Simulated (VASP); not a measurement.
# Zr: single point with PBEsol

Crystal: Zr.

```
Zr
1.0
     0.00000    2.99433    2.99433
     2.99433    0.00000    2.99433
     2.99433    2.99433    0.00000
Zr
2
Direct
  0.50000 0.50000 0.50000
  0.75000 0.75000 0.75000
```

This isn't the form of Zr at room conditions, which is hcp.

```yaml
Program: VASP 6.6.1
Task: single point
Functional: PBEsol
Potentials_or_basis: VASP PAW PBE potentials, release 64 (Zr_sv)
Cutoff: 500 eV
k_mesh: 6 × 6 × 6
Occupations: gaussian, width 0.1 eV
Spin: no spin polarisation
Dipole_correction: no
Further_INCAR_settings: ALGO = Normal; EDIFF = 1e-06; NBANDS = 19
```

```
Pressure               : 4.5 GPa
Band gap on the k mesh : zero (bands 12 and 13 overlap by 0.33 eV)
```

Levels at points of the mesh, in eV from the Fermi level:
| k point | band 10 | band 11 | band 12 | band 13 | band 14 | band 15 |
| --- | --- | --- | --- | --- | --- | --- |
| (0.00, 0.00, 0.00) | -1.13 | -1.13 | 0.04 | 0.04 | 0.04 | 2.45 |
| (0.50, 0.00, 0.00) | -1.43 | -0.98 | -0.98 | -0.24 | -0.24 | 1.14 |
| (0.50, 0.50, 0.00) | -2.22 | -0.18 | -0.18 | 0.85 | 0.85 | 1.80 |

Run time: 11 s on 1 thread of Intel(R) Xeon(R) Platinum 8488C (Sapphire Rapids), on a shared host, peak memory 0.17 GiB.

Caveat: the cell stands under pressure; the PAW data sets were made with another functional, which shifts forces and pressure a little.
